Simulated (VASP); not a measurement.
Here is a VASP 6.6.1 calculation.

File INCAR:

```
PREC = Accurate ; ENCUT = 520
EDIFF = 1E-6 ; ISMEAR = 0
SIGMA = 0.05 ; LREAL = F
LASPH = T ; NELM = 100
ALGO = Normal ; ISIF = 2
LWAVE = F ; LCHARG = F
GGA = PE ; IVDW = 12
NELECT = 96.0 ; NBANDS = 60
```

File KPOINTS:

```
Automatic mesh
0
Gamma
  6 6 6
```

The input POSCAR:

```
W4S7
1.0
    3.1571976361     -5.4684267153      0.0000000000
   -3.1571976361     -5.4684267153      0.0000000000
    0.0000000000     -3.6456178102     -6.0395755976
W S
4 7
Direct
    0.4993440419      0.4993440419      0.0019678744
    0.9993440419      0.4993440419      0.0019678744
    0.4993440419      0.9993440419      0.0019678744
    0.9993440419      0.9993440419      0.0019678744
    0.0357724726      0.0357724726      1.3926825821
    0.7527816500      0.2527816500      0.7416550499
    0.2527816500      0.7527816500      0.7416550499
    0.7527816500      0.7527816500      0.7416550499
    0.5791743081      0.0791743081      0.2624770757
    0.0791743081      0.5791743081      0.2624770757
    0.5791743081      0.5791743081      0.2624770757
```

Potentials or basis: VASP PAW PBE potentials, release 64 (W_sv, S).

The run is started by

```console
$ cat potpaw_PBE.64/W_sv/POTCAR potpaw_PBE.64/S/POTCAR > POTCAR
$ mpirun -np 1 vasp_std > vasp.out
```

Estimate the dispersion energy per atom.

-0.405 eV.

Predict the largest force.

4.534 eV/Å.

Forces in eV/Å, atoms in the order of the input:
```
W    0.000  0.000 -0.416
W    1.941  1.121 -1.322
W   -1.941  1.121 -1.322
W    0.000 -2.241 -1.322
S    0.000  0.000  4.534
S    0.330  0.191 -0.245
S   -0.330  0.191 -0.245
S    0.000 -0.381 -0.245
S    0.531  0.306  0.194
S   -0.531  0.306  0.194
S    0.000 -0.613  0.194
```

Caveat: the cell carries a net charge on a neutralising background, which shifts energy and pressure; the cell differs from its parent crystal (atoms taken out, atom 5 moved 1.250 of the way to it and +0.000 Å across, host rigid).
